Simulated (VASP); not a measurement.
# NaP6 (Fm-3m) in VASP: a series of runs, part 2 of 2

VASP 6.6.1. The steps go on from the part before.

## Step 4: Single point, PBE (atoms taken out)

Input file INCAR:

```
SYSTEM = NaP6
PREC = Accurate
ENCUT = 520
EDIFF = 1E-6
ISMEAR = 0
SIGMA = 0.1
LREAL = .FALSE.
LASPH = .TRUE.
NELM = 100
ALGO = Normal
ISIF = 2
LWAVE = .FALSE.
LCHARG = .FALSE.
GGA = PE
NBANDS = 28
```

Input file KPOINTS:

```
regular mesh
0
G
  4 4 4
  0 0 0
```

Input file POSCAR:

```
NaP6
1.0
    0.0000000000      4.5575903619      4.5575903619
    4.5575903619      0.0000000000      4.5575903619
    4.5575903619      4.5575903619      0.0000000000
Na P
1 6
Direct
    0.0000000000      0.0000000000      0.0000000000
    0.6835557150      0.3164442850      0.3164442850
    0.3164442850      0.6835557150      0.6835557150
    0.3164442850      0.6835557150      0.3164442850
    0.6835557150      0.3164442850      0.6835557150
    0.3164442850      0.3164442850      0.6835557150
    0.6835557150      0.6835557150      0.3164442850
```

Potentials or basis: VASP PAW PBE potentials, release 64 (Na_pv, P).

Command:

```sh
$ cat potpaw_PBE.64/Na_pv/POTCAR potpaw_PBE.64/P/POTCAR > POTCAR
$ mpirun -np 1 vasp_std > vasp.out
```

OUTCAR:

```text
SYSTEM = NaP6
   PREC = Accurate
   ENCUT = 520
   EDIFF = 1E-6
   ISMEAR = 0
   LREAL = .FALSE.
   LASPH = .TRUE.
   NELM = 100
   ISIF = 2
   GGA = PE

 ion  position               nearest neighbor table
   1  0.000  0.000  0.000-
   2  0.684  0.316  0.316-   4 2.37   5 2.37   6 2.37   7 2.37
   3  0.316  0.684  0.684-   4 2.37   5 2.37   6 2.37   7 2.37
   4  0.316  0.684  0.316-   2 2.37   3 2.37   6 2.37   7 2.37
   5  0.684  0.316  0.684-   2 2.37   3 2.37   6 2.37   7 2.37
   6  0.316  0.316  0.684-   2 2.37   3 2.37   4 2.37   5 2.37
   7  0.684  0.684  0.316-   2 2.37   3 2.37   4 2.37   5 2.37
[... 438 lines left out ...]
  Total       -0.3094797     -0.3094797     -0.3094797      0.0000000     -0.0000000      0.0000000
  in kB       -2.6188279     -2.6188279     -2.6188279      0.0000000     -0.0000000      0.0000000
  external PRESSURE =      -2.6188279 kB  Pullay stress =       0.0000000 kB

 VOLUME and BASIS-vectors are now :
 -----------------------------------------------------------------------------
  energy-cutoff  :      520.00
  volume of cell :      189.34
      direct lattice vectors                 reciprocal lattice vectors
     0.000000000  4.557590362  4.557590362    -0.109707095  0.109707095  0.109707095
     4.557590362  0.000000000  4.557590362     0.109707095 -0.109707095  0.109707095
     4.557590362  4.557590362  0.000000000     0.109707095  0.109707095 -0.109707095

 POSITION                                       TOTAL-FORCE (eV/Angst)
 -----------------------------------------------------------------------------------
      0.00000      0.00000      0.00000        -0.000000      0.000000      0.000000
      2.88445      4.55759      4.55759         0.092840      0.000000      0.000000
      6.23073      4.55759      4.55759        -0.092840      0.000000      0.000000
      4.55759      2.88445      4.55759        -0.000000      0.092840      0.000000
      4.55759      6.23073      4.55759        -0.000000     -0.092840      0.000000
      4.55759      4.55759      2.88445        -0.000000      0.000000      0.092840
      4.55759      4.55759      6.23073        -0.000000      0.000000     -0.092840
 -----------------------------------------------------------------------------------
    total drift:                               -0.000000     -0.000000     -0.000000

  FREE ENERGIE OF THE ION-ELECTRON SYSTEM (eV)
  ---------------------------------------------------
  free  energy   TOTEN  =       -30.0353725074 eV

  energy  without entropy=      -29.9974224694  energy(sigma->0) =      -30.01639749
```

Wall time 19 s (1 thread of Intel Xeon 6975P-C (Granite Rapids), shared host); peak memory 0.32 GiB.

What came out:

| Item | Value |
| --- | --- |
| Free energy | -30.0354 eV |
| Pressure | -0.3 GPa |
| Largest force | 0.093 eV/Å |
| Band gap on the k mesh | zero (an odd number of electrons rules out a gap without spin polarisation) |

Forces on the atoms (eV/Å):
```
Na   0.000  0.000  0.000
P    0.093  0.000  0.000
P   -0.093  0.000  0.000
P    0.000  0.093  0.000
P    0.000 -0.093  0.000
P    0.000  0.000  0.093
P    0.000  0.000 -0.093
```

Caveat: the cell differs from its parent crystal (atoms taken out).

## Step 5: Relaxation of cell and atoms, PBE (atoms taken out)

Input file INCAR:

```
  ALGO = Normal
  EDIFF = 1E-6
  EDIFFG = -0.04
  ENCUT = 600
  GGA = PE
  IBRION = 2
  ISIF = 3
  ISMEAR = 0
  LASPH = True
  LCHARG = False
  LREAL = False
  LWAVE = False
  NELM = 100
  NSW = 90
  PREC = Accurate
  SIGMA = 0.1
```

Input file KPOINTS:

```
k-points
0
Gamma
  4 4 4
```

Input file POSCAR:

```
NaP6
1.0
    0.0000000000      4.9139938500      4.9139938500
    4.9139938500      0.0000000000      4.9139938500
    4.9139938500      4.9139938500      0.0000000000
Na P
1 6
Direct
    0.0000000000      0.0000000000      0.0000000000
    0.7500000000      0.2500000000      0.2500000000
    0.2500000000      0.7500000000      0.7500000000
    0.2500000000      0.7500000000      0.2500000000
    0.7500000000      0.2500000000      0.7500000000
    0.2500000000      0.2500000000      0.7500000000
    0.7500000000      0.7500000000      0.2500000000
```

Potentials or basis: VASP PAW PBE potentials, release 64 (Na_pv, P).

Command:

```sh
$ cat potpaw_PBE.64/Na_pv/POTCAR potpaw_PBE.64/P/POTCAR > POTCAR
$ mpirun -np 1 vasp_std > vasp.out
```

OUTCAR:

```text
EDIFF = 1E-6
   EDIFFG = -0.04
   ENCUT = 600
   GGA = PE
   IBRION = 2
   ISIF = 3
   ISMEAR = 0
   LASPH = True
   LREAL = False
   NELM = 100
   NSW = 90
   PREC = Accurate

 ion  position               nearest neighbor table
   1  0.000  0.000  0.000-   2 2.46   3 2.46   4 2.46   5 2.46   6 2.46   7 2.46
   2  0.750  0.250  0.250-   1 2.46
   3  0.250  0.750  0.750-   1 2.46
   4  0.250  0.750  0.250-   1 2.46
   5  0.750  0.250  0.750-   1 2.46
   6  0.250  0.250  0.750-   1 2.46
   7  0.750  0.750  0.250-   1 2.46

  LATTYP: Found a face centered cubic cell.
 ALAT       =     9.8279877000

  Lattice vectors:

 A1 = (   0.0000000000,   4.9139938500,   4.9139938500)
 A2 = (   4.9139938500,   0.0000000000,   4.9139938500)
 A3 = (   4.9139938500,   4.9139938500,   0.0000000000)

Analysis of symmetry for initial positions (statically):
=====================================================================
 Subroutine PRICEL returns:
 Original cell was already a primitive cell.

 Routine SETGRP: Setting up the symmetry group for a
 face centered cubic supercell.

 Subroutine GETGRP returns: Found 48 space group operations
 (whereof 48 operations were pure point group operations)
 out of a pool of 48 trial point group operations.

The static configuration has the point symmetry O_h .

Analysis of symmetry for dynamics (positions and initial velocities):
=====================================================================
 Subroutine PRICEL returns:
 Original cell was already a primitive cell.

 Routine SETGRP: Setting up the symmetry group for a
 face centered cubic supercell.

 Subroutine GETGRP returns: Found 48 space group operations
 (whereof 48 operations were pure point group operations)
 out of a pool of 48 trial point group operations.

The dynamic configuration has the point symmetry O_h .

 Subroutine INISYM returns: Found 48 space group operations
[... 99 lines left out ...]
   TEBEG  =    0.0;   TEEND  =   0.0 temperature during run
   PSTRESS=    0.0 pullay stress
   NELECT =      37.0000    total number of electrons
   NUPDOWN=      -1.0000    fix difference up-down
   EMIN   =  10.00;   EMAX   =-10.00  energy-range for DOS
   EFERMI =   0.00;   METHOD = LEGACY
   ISMEAR =     0;   SIGMA  =   0.10  broadening in eV -4-tet -1-fermi 0-gaus
   EFERMI_NEDOS =   21; number of points for ismear=-14 and -15
   IALGO  =     38    algorithm
   IMIX   =      4    mixing-type and parameters
     AMIX     =   0.40;   BMIX     =  1.00
     AMIX_MAG =   1.60;   BMIX_MAG =  1.00
  volume/ion in A,a.u.               =      33.90       228.79
  Fermi-wavevector in a.u.,A,eV,Ry     =   0.881111  1.665059 10.562981  0.776357
  Thomas-Fermi vector in A             =   2.001563
   LORBIT       =      0    0 simple, 1 ext, 2 COOP (PROOUT), +10 PAW based schemes
   GGA     = PE    functional components
   LHFCALC =     F    Hartree Fock is set to
   AEXX    =    0.0000 exact exchange contribution
   IVDW    =     0    specifies the selected vdW correction
   LEPSILON=     F    determine dielectric tensor
   LRPA    =     F    only Hartree local field effects (RPA)
 conjugate gradient relaxation of ions
 non-spin polarized calculation
 Gauss-broadening in eV      SIGMA  =   0.10
  energy-cutoff  :      600.00
  volume of cell :      237.32
 maximum number of plane-waves:      7968
   NGX = 27   NGY = 27   NGZ = 27

--------------------------------------- Ionic step        1  -------------------------------------------

 number of electron      37.0000011 magnetization

 Free energy of the ion-electron system (eV)
  ---------------------------------------------------
  ext. energy  EPLUGINS =         0.00000000
  ---------------------------------------------------
  free energy    TOTEN  =       -18.73853218 eV

  energy without entropy =      -18.72175316  energy(sigma->0) =      -18.73014267

------------------------ aborting loop because EDIFF is reached ----------------------------------------

  FORCE on cell =-STRESS in cart. coord.  units (eV):
  Direction    XX          YY          ZZ          XY          YZ          ZX
  --------------------------------------------------------------------------------------
  -------------------------------------------------------------------------------------
  Total       -9.0316774     -9.0316774     -9.0316774      0.0000000      0.0000000      0.0000000
  in kB      -60.9740692    -60.9740692    -60.9740692      0.0000000      0.0000000      0.0000000
  external PRESSURE =     -60.9740692 kB  Pullay stress =       0.0000000 kB
[... 521 lines left out ...]
     21       6.9409      0.00000
     22       7.5095      0.00000

[... ionic steps 4 to 15 ...]

--------------------------------------- Ionic step       16  -------------------------------------------

 number of electron      37.0000006 magnetization

------------------------ aborting loop because EDIFF is reached ----------------------------------------
[... 77 lines left out ...]
--------------------------------------- Ionic step       18  -------------------------------------------

 number of electron      36.9999996 magnetization

 Free energy of the ion-electron system (eV)
  ---------------------------------------------------
  ext. energy  EPLUGINS =         0.00000000
  ---------------------------------------------------
  free energy    TOTEN  =       -30.03911901 eV

  energy without entropy =      -30.00121829  energy(sigma->0) =      -30.02016865

 E-fermi :   2.9479     XC(G=0):  -7.7876

 val. band max:        2.9396164391   @ k =  -0.2500   0.2500   0.0000
 cond. band min:       3.2428682868   @ k =   0.0000   0.0000   0.0000
 fundamental gap:      0.3032518477
 Fermi energy:         2.9479165572
[... 232 lines left out ...]
  FREE ENERGIE OF THE ION-ELECTRON SYSTEM (eV)
  ---------------------------------------------------
  free  energy   TOTEN  =       -30.0391190055 eV

  energy  without entropy=      -30.0012182914  energy(sigma->0) =      -30.02016865

 reached required accuracy - stopping structural energy minimisation
```

Run time: 6.4 min. Hardware: 1 thread of Intel Xeon 6975P-C (Granite Rapids), shared host; peak memory 0.46 GiB.

Results:

| Quantity | Value |
| --- | --- |
| Free energy | -30.0391 eV |
| Relaxed volume | 26.97 Å³/atom |
| Relaxed cell | a = 6.439 Å, b = 6.439 Å, c = 6.439 Å, α = 60.00°, β = 60.00°, γ = 60.00° |
| Space group after relaxing (to 0.1 Å) | Fm-3m (No. 225) |
| Energy gained by relaxing | 1614.4 meV/atom |
| Ionic steps | 18 |
| Pressure after relaxing | 0.0 GPa |
| Band gap on the k mesh | zero (an odd number of electrons rules out a gap without spin polarisation) |

The path:
```csv
step,energy change (eV),largest force (eV/Å),pressure (GPa),volume (Å³)
1,0.0000,1.6513,-6.10,237.32
2,-2.5916,2.7707,-5.62,195.71
3,-5.2348,3.1459,30.57,109.75
4,-5.3097,4.3514,1.45,146.92
5,-5.9845,4.5807,8.88,129.97
6,-5.9151,4.2156,17.14,119.94
7,-6.3748,3.2520,23.84,115.36
8,-6.4119,2.4096,28.62,112.77
9,-7.3628,1.7647,24.52,116.76
10,-9.3086,0.1839,16.04,129.31
11,-10.5065,2.2299,10.44,157.02
12,-11.1622,0.2902,3.05,168.50
13,-11.2171,0.3699,0.58,173.73
14,-11.2173,0.3299,0.74,173.38
15,-11.2311,0.3031,0.65,174.63
16,-11.2644,0.2242,0.40,178.42
17,-11.2980,0.0710,0.05,186.16
18,-11.3006,0.0227,-0.03,188.81
```

Final structure:
```xyz
7
Lattice="0.0000 4.5533 4.5533 4.5533 0.0000 4.5533 4.5533 4.5533 0.0000" Properties=species:S:1:pos:R:3 pbc="T T T"
Na    0.0000    0.0000    0.0000
P     2.8833    4.5533    4.5533
P     6.2234    4.5533    4.5533
P     4.5533    2.8833    4.5533
P     4.5533    6.2234    4.5533
P     4.5533    4.5533    2.8833
P     4.5533    4.5533    6.2234
```

Levels at points of the mesh, in eV from the Fermi level:
| k point | band 15 | band 16 | band 17 | band 18 | band 19 | band 20 | band 21 | band 22 |
| --- | --- | --- | --- | --- | --- | --- | --- | --- |
| (0.00, 0.00, 0.00) | -3.51 | -3.51 | 0.29 | 0.29 | 0.29 | 2.42 | 2.66 | 3.10 |
| (0.50, 0.00, 0.00) | -2.79 | -2.79 | -0.68 | -0.68 | 0.32 | 0.44 | 1.88 | 1.88 |
| (0.50, 0.50, 0.00) | -3.28 | -3.03 | -0.45 | -0.36 | -0.36 | 0.30 | 0.88 | 2.37 |

Caveat: the cell differs from its parent crystal (atoms taken out); the volume moved by over 15 % at a fixed basis, so the end points are rough.

## Step 6: Overview

| task | cell | k mesh | cutoff (eV) | gap on the mesh (eV) | pressure (GPa) | relaxed volume (Å³/atom) | largest force (eV/Å) |
| --- | --- | --- | --- | --- | --- | --- | --- |
| single point | a = 6.435 Å, angles 60.0°, 7 atoms, atomic positions A | 8 × 8 × 8 | 520 | none | -0.3 | - | 0.08 |
| relaxation of cell and atoms | relaxed from a = 6.445 Å, angles 60.0°, 7 atoms, atomic positions B | 8 × 8 × 8 | 600 | none | 0.0 | 26.86 | - |
| single point | a = 6.445 Å, angles 60.0°, 7 atoms, atomic positions B | 4 × 4 × 4 | 520 | none | -0.3 | - | 0.09 |
| relaxation of cell and atoms | relaxed from a = 6.949 Å, angles 60.0°, 7 atoms, atomic positions C | 4 × 4 × 4 | 600 | none | 0.0 | 26.97 | - |

Alike in all rows: level PBE; potentials or basis VASP PAW PBE potentials, release 64 (Na_pv, P); no spin polarisation; smearing gaussian 0.1 eV.

Caveats: the volume moved by over 15 % at a fixed basis, so the end points are rough (at least some runs).

Total energies depend on the potentials used, so only differences within one code and one set of settings carry meaning.

The gap in the log of VASP goes by the Fermi energy; the results here count the filled bands.